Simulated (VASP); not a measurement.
# Hf6B3Ru7W8 in VASP: further runs, part 3 of 3

VASP 6.6.1.

## 7. Single point, PBE

File INCAR:

```
SYSTEM = Hf6B3Ru7W8
ALGO = Normal
EDIFF = 1E-6
ENCUT = 520
GGA = PE
ISIF = 2
ISMEAR = -1
ISYM = 0
LASPH = .True.
LCHARG = .False.
LREAL = Auto
LWAVE = .False.
NBANDS = 158
NELM = 80
PREC = Accurate
SIGMA = 0.262
```

File KPOINTS:

```
Automatic mesh
0
Gamma
  1 1 1
  0.25 0.25 0.25
```

File POSCAR:

```
Hf6B3Ru7W8
1.0
    7.3750040000     -0.1530220000     -0.0573130000
   -0.1530220000      7.2550850000     -0.1107270000
   -0.0573130000     -0.1107270000      6.9577420000
W Ru Hf B
8 7 6 3
Direct
    0.3155304837      0.5971872256      0.1471183825
    0.8142387522      0.6999461145      0.6488039365
    0.6788805633      1.0156581008      0.4525471707
    0.3217906489      0.8688288685      0.5048835673
    0.4458523182      0.0187752663      0.1547223313
    0.4364473377      0.1957529990      0.7756066909
   -0.0039835183      0.5165583760      0.3959963810
    0.7428496919      0.1048009746      0.9067854545
    0.5526851896      0.4939614096      0.8709982220
    0.7083096229      0.3332641377      0.2063154523
    0.3071224868      0.2746755630      0.3932469919
    0.5361439263      0.6125212457      0.4075057191
    0.2394388250      0.5588706261      0.6481390119
    0.6708806752      0.3344475857      0.5584740799
    0.4874132204      0.8256185468      0.7926412590
    0.0789824834      0.2012654317      0.0847467814
    0.0241744386      0.8490960965      0.3052745234
    0.1251353109      0.8546109536      0.8637157554
    0.7051115426      0.7458076461      0.0907031478
    0.0186922755      0.2229990017      0.6092134950
    0.9479177227      0.5374158458      0.9473513753
    0.2391814477      0.3867195858      0.9203937866
    0.8267080977      0.0403254605      0.2045582085
    0.3878544404      0.2987363803      0.0708008841
```

Potentials or basis: VASP PAW PBE potentials, release 64 (W_sv, Ru_pv, Hf_pv, B).

Launch:

```
$ cat potpaw_PBE.64/W_sv/POTCAR potpaw_PBE.64/Ru_pv/POTCAR potpaw_PBE.64/Hf_pv/POTCAR potpaw_PBE.64/B/POTCAR > POTCAR
$ mpirun -np 1 vasp_std > vasp.out
```

OUTCAR:

```text
SYSTEM = Hf6B3Ru7W8
   EDIFF = 1E-6
   ENCUT = 520
   GGA = PE
   ISIF = 2
   ISMEAR = -1
   ISYM = 0
   LASPH = .True.
   LREAL = Auto
   NELM = 80
   PREC = Accurate

 ion  position               nearest neighbor table
   1  0.316  0.597  0.147-  22 2.21  24 2.30  12 2.41   9 2.73  11 2.94   7 3.00  21 3.04  19 3.06
                            17 3.07  18 3.12   4 3.13   5 3.17  15 3.26  16 3.31
   2  0.814  0.700  0.649-   7 2.60  21 2.62  12 2.67  15 2.80  14 2.86  18 2.89   9 2.89   3 2.91
                            17 3.07  19 3.20  13 3.34   8 3.46
   3  0.679  0.016  0.453-  23 2.06  14 2.41   5 2.67   4 2.83   2 2.91  10 2.92  20 3.04  17 3.04
                            12 3.07  15 3.11  19 3.16   6 3.18   8 3.23  11 3.42
   4  0.322  0.869  0.505-  15 2.37  13 2.54  12 2.57  17 2.58   3 2.83   5 2.85  18 2.91   6 3.07
                            11 3.08   1 3.13  20 3.54
   5  0.446  0.019  0.155-  24 2.19   3 2.67  11 2.70  23 2.82  19 2.84   4 2.85   8 2.87  15 2.87
                            10 2.94   6 2.97  16 3.10   1 3.17  18 3.25  17 3.49
   6  0.436  0.196  0.776-  24 2.20  22 2.28   9 2.37  14 2.51   8 2.54  15 2.73  11 2.89   5 2.97
                             4 3.07   3 3.18  13 3.20  20 3.29  18 3.38  16 3.43
   7  0.996  0.517  0.396-  13 2.49  17 2.51   2 2.60  20 2.64  10 2.75  11 2.95  14 2.95   1 3.00
                            21 3.15  16 3.19  19 3.50
   8  0.743  0.105  0.907-  23 2.22   6 2.54  10 2.65  15 2.80  16 2.81   5 2.87  19 2.94  14 3.04
                            20 3.04   9 3.22   3 3.23  18 3.43  21 3.43   2 3.46
   9  0.553  0.494  0.871-  24 2.33   6 2.37  22 2.44  15 2.55  19 2.56  14 2.61   1 2.73  13 2.83
                            10 2.88   2 2.89  21 2.96   8 3.22
  10  0.708  0.333  0.206-  23 2.33  14 2.47  24 2.53   8 2.65   7 2.75  12 2.79   9 2.88   3 2.92
                            21 2.93   5 2.94  16 3.06  19 3.13  11 3.27
  11  0.307  0.275  0.393-  24 2.34  20 2.64   5 2.70  16 2.73  13 2.75   6 2.89  14 2.91  12 2.92
                             1 2.94   7 2.95   4 3.08  10 3.27   3 3.42
  12  0.536  0.613  0.408-   1 2.41  14 2.54   4 2.57   2 2.67  19 2.73  10 2.79  13 2.80  11 2.92
                             3 3.07  15 3.09
  13  0.239  0.559  0.648-  22 2.30   7 2.49   4 2.54  11 2.75  18 2.75  15 2.76  12 2.80   9 2.83
                            20 2.88  21 3.02   6 3.20   2 3.34
  14  0.671  0.334  0.558-   3 2.41  10 2.47   6 2.51  12 2.54   9 2.61  20 2.74   2 2.86  11 2.91
                             7 2.95   8 3.04  21 3.61
  15  0.487  0.826  0.793-   4 2.37   9 2.55  19 2.70   6 2.73  18 2.74  13 2.76   8 2.80   2 2.80
                             5 2.87  12 3.09   3 3.11   1 3.26
  16  0.079  0.201  0.085-  22 2.13  23 2.33  24 2.36  11 2.73   8 2.81  21 2.85  18 2.94  17 3.04
                            10 3.06   5 3.10   7 3.19   1 3.31  20 3.34   6 3.43  20 3.68
  17  0.024  0.849  0.305-  23 2.18   7 2.51   4 2.58  19 2.83  16 3.04   3 3.04   2 3.07   1 3.07
                            18 3.17  21 3.34  20 3.39   5 3.49
  18  0.125  0.855  0.864-  21 2.68  15 2.74  13 2.75   2 2.89   4 2.91  16 2.94   1 3.12  17 3.17
                             5 3.25  20 3.37   6 3.38   8 3.43  19 3.57
  19  0.705  0.746  0.091-  23 2.39   9 2.56  21 2.58  15 2.70  12 2.73  17 2.83   5 2.84   8 2.94
                             1 3.06  10 3.13   3 3.16   2 3.20   7 3.50  18 3.57
  20  0.019  0.223  0.609-   7 2.64  11 2.64  14 2.74  13 2.88  22 2.88   3 3.04   8 3.04  21 3.29
                             6 3.29  16 3.34  18 3.37  17 3.39   4 3.54  16 3.68
  21  0.948  0.537  0.947-  22 2.46  19 2.58   2 2.62  18 2.68  16 2.85  10 2.93   9 2.96  13 3.02
                             1 3.04   7 3.15  20 3.29  17 3.34   8 3.43  14 3.61
  22  0.239  0.387  0.920-  24 1.66  16 2.13   1 2.21   6 2.28  13 2.30   9 2.44  21 2.46  20 2.88

  23  0.827  0.040  0.205-   3 2.06  17 2.18   8 2.22  10 2.33  16 2.33  19 2.39   5 2.82
  24  0.388  0.299  0.071-  22 1.66   5 2.19   6 2.20   1 2.30   9 2.33  11 2.34  16 2.36  10 2.53

IMPORTANT INFORMATION: All symmetrisations will be switched off!
NOSYMM: (Re-)initialisation of all symmetry stuff for point group C_1.

----------------------------------------------------------------------------------------

                                     Primitive cell

  volume of cell :     372.0038

[... 105 lines left out ...]
   LASPH  =      T    aspherical Exc in radial PAW
   ENCUT  =  520.0 eV  38.22 Ry    6.18 a.u.  13.72 13.49 12.94*2*pi/ulx,y,z
   NELM   =     80;   NELMIN=  2; NELMDL= -5     # of ELM steps
   EDIFF  = 0.1E-05   stopping-criterion for ELM
   LREAL  =      T    real-space projection
   EDIFFG = 0.1E-04   stopping-criterion for IOM
   NSW    =      0    number of steps for IOM
   IBRION =     -1    ionic relax: 0-MD 1-quasi-New 2-CG
   NFREE  =      0    steps in history (QN), initial steepest desc. (CG)
   ISIF   =      2    stress and relaxation
   ISYM   =      0    0-nonsym 1-usesym 2-fastsym
   POTIM  = 0.5000    time-step for ionic-motion
   TEBEG  =    0.0;   TEEND  =   0.0 temperature during run
   PSTRESS=    0.0 pullay stress
   NELECT =     279.0000    total number of electrons
   NUPDOWN=      -1.0000    fix difference up-down
   EMIN   =  10.00;   EMAX   =-10.00  energy-range for DOS
   EFERMI =   0.00;   METHOD = LEGACY
   ISMEAR =    -1;   SIGMA  =   0.26  broadening in eV -4-tet -1-fermi 0-gaus
   EFERMI_NEDOS =   21; number of points for ismear=-14 and -15
   IALGO  =     38    algorithm
   IMIX   =      4    mixing-type and parameters
     AMIX     =   0.40;   BMIX     =  1.00
     AMIX_MAG =   1.60;   BMIX_MAG =  1.00
  volume/ion in A,a.u.               =      15.50       104.60
  Fermi-wavevector in a.u.,A,eV,Ry     =   1.487398  2.810774 30.100876  2.212352
  Thomas-Fermi vector in A             =   2.600563
   LORBIT       =      0    0 simple, 1 ext, 2 COOP (PROOUT), +10 PAW based schemes
   GGA     = PE    functional components
   LHFCALC =     F    Hartree Fock is set to
   AEXX    =    0.0000 exact exchange contribution
   IVDW    =     0    specifies the selected vdW correction
   LEPSILON=     F    determine dielectric tensor
   LRPA    =     F    only Hartree local field effects (RPA)
 non-spin polarized calculation
  energy-cutoff  :      520.00
  volume of cell :      372.00
 maximum number of plane-waves:     10007
 NGX is ok and might be reduce to    54
   NGX = 27   NGY = 27   NGZ = 25

 number of electron     279.0000003 magnetization

 Free energy of the ion-electron system (eV)
  ---------------------------------------------------
  ext. energy  EPLUGINS =         0.00000000
  ---------------------------------------------------
  free energy    TOTEN  =      -243.05864575 eV

  energy without entropy =     -238.57543165  energy(sigma->0) =     -240.81703870

 E-fermi :   9.0551     XC(G=0): -12.8697

 val. band max:        9.0181778630   @ k =   0.2500   0.2500   0.2500
 cond. band min:       9.1273267611   @ k =   0.2500   0.2500   0.2500
 fundamental gap:      0.1091488980
 Fermi energy:         9.0551477701

 k-point     1 :       0.2500    0.2500    0.2500
  band No.  band energies     occupation
      1     -64.9666      2.00000
      2     -64.8976      2.00000
      3     -64.8129      2.00000
      4     -64.7425      2.00000
      5     -64.7053      2.00000
      6     -64.6580      2.00000
[... 143 lines left out ...]
    150      10.1299      0.03254
    151      10.2601      0.01992
 [bands above 151 left out]

------------------------ aborting loop because EDIFF is reached ----------------------------------------

  FORCE on cell =-STRESS in cart. coord.  units (eV):
  Direction    XX          YY          ZZ          XY          YZ          ZX
  --------------------------------------------------------------------------------------
  -------------------------------------------------------------------------------------
  Total       20.5024244     34.2900721     24.4476328     -2.0878370      1.7663428      5.1254362
  in kB       88.3015739    147.6833803    105.2931312     -8.9920730      7.6074345     22.0746617
  external PRESSURE =     113.7593618 kB  Pullay stress =       0.0000000 kB

 VOLUME and BASIS-vectors are now :
 -----------------------------------------------------------------------------
  energy-cutoff  :      520.00
  volume of cell :      372.00
      direct lattice vectors                 reciprocal lattice vectors
     7.375004000 -0.153022000 -0.057313000     0.135661925  0.002879094  0.001163306
    -0.153022000  7.255085000 -0.110727000     0.002879094  0.137928948  0.002218747
    -0.057313000 -0.110727000  6.957742000     0.001163306  0.002218747  0.143769681

 POSITION                                       TOTAL-FORCE (eV/Angst)
 -----------------------------------------------------------------------------------
      2.22722      4.26807      0.93940        -1.090242      0.728678     -0.487228
      5.86072      4.88173      4.39004        -0.670077      2.557899     -0.219051
      4.97841     -0.04039      3.10806        -1.245313     -2.042329      2.095551
      2.21132      6.19828      3.39820        -0.065551      2.865345     -1.065486
      3.27642      0.05086      1.04889         0.075642     -1.537060     -0.549016
      3.14439      1.26754      5.34978        -3.534681     -3.212666     -1.736986
[... 16 lines left out ...]
      6.07908      0.14341      1.37142        -2.092362      2.022125     -1.169714
      2.81066      2.10017      0.43731         1.433971      0.735414      1.274977
 -----------------------------------------------------------------------------------
    total drift:                               -0.003523      0.004077      0.006845

  FREE ENERGIE OF THE ION-ELECTRON SYSTEM (eV)
  ---------------------------------------------------
  free  energy   TOTEN  =      -243.0586457498 eV

  energy  without entropy=     -238.5754316535  energy(sigma->0) =     -240.81703870
```

Wall time 3.9 min (1 thread of Intel Xeon Platinum 8259CL at 2.50GHz (Skylake/Cascade Lake), shared host); peak memory 0.44 GiB.

Results:

```
Free energy            : -243.0586 eV
Pressure               : 11.4 GPa
Largest force          : 5.083 eV/Å
Band gap on the k mesh : zero (an odd number of electrons rules out a gap without spin polarisation)
```

Forces on the atoms (eV/Å):
```
W   -1.090  0.729 -0.487
W   -0.670  2.558 -0.219
W   -1.245 -2.042  2.096
W   -0.066  2.865 -1.065
W    0.076 -1.537 -0.549
W   -3.535 -3.213 -1.737
W   -0.614 -2.124 -1.751
W    0.632  0.379 -2.098
Ru   0.742  0.288  1.144
Ru  -0.273 -0.482 -1.477
Ru   1.413 -0.218 -0.078
Ru   0.199  0.612  1.438
Ru  -0.371 -0.792  1.190
Ru   1.371  1.281  1.890
Ru   1.455  0.059  0.603
Hf  -0.703 -0.728  2.357
Hf   1.478  0.332 -0.574
Hf   0.780  1.959 -0.431
Hf  -1.061  1.441  1.547
Hf   0.655 -1.847  1.245
Hf   1.083 -4.526  0.222
B    0.401  2.249 -3.370
B   -2.092  2.022 -1.170
B    1.434  0.735  1.275
```

Stress tensor (GPa, compression positive):
```
 8.83 -0.90  2.21
-0.90 14.77  0.76
 2.21  0.76 10.53
```

Levels at points of the mesh, in eV from the Fermi level:
```
           k point  band 137  band 138  band 139  band 140  band 141  band 142  band 143  band 144
(0.25, 0.25, 0.25)     -0.33     -0.21     -0.11     -0.04      0.07      0.21      0.31      0.40
```

Caveat: the k points lie up to 0.90 Å⁻¹ apart, too coarse for converged energies and pressures of a metal; the atoms stand as in a frame of molecular dynamics; so wide a smearing shifts energies and pressures; spin-orbit coupling is left out, which moves the levels of the heavy elements.

## 8. The runs side by side

| cell | smearing | gap on the mesh (eV) | pressure (GPa) | largest force (eV/Å) |
| --- | --- | --- | --- | --- |
| as given, atomic positions A | fermi-dirac 0.3637 eV | none | 12.7 | 5.47 |
| as given, atomic positions B | fermi-dirac 0.3637 eV | none | 16.0 | 7.22 |
| as given, atomic positions C | fermi-dirac 0.3637 eV | none | 16.5 | 6.20 |
| as given, atomic positions D | fermi-dirac 0.262 eV | none | 18.1 | 7.89 |
| as given, atomic positions E | fermi-dirac 0.262 eV | none | 15.4 | 6.10 |
| as given, atomic positions F | fermi-dirac 0.262 eV | none | 11.4 | 5.08 |

Alike in all rows: task single point; level PBE; potentials or basis VASP PAW PBE potentials, release 64 (W_sv, Ru_pv, Hf_pv, B); no spin polarisation; k mesh 1 × 1 × 1, shifted; cutoff (eV) 520.

Caveats: all runs use coarse meshes; the atoms stand as in a frame of molecular dynamics; so wide a smearing shifts energies and pressures; spin-orbit coupling is left out, which moves the levels of the heavy elements.

Absolute energies hang on the potentials; compare differences alone.

The gap in the log of VASP goes by the Fermi energy; the results here count the filled bands.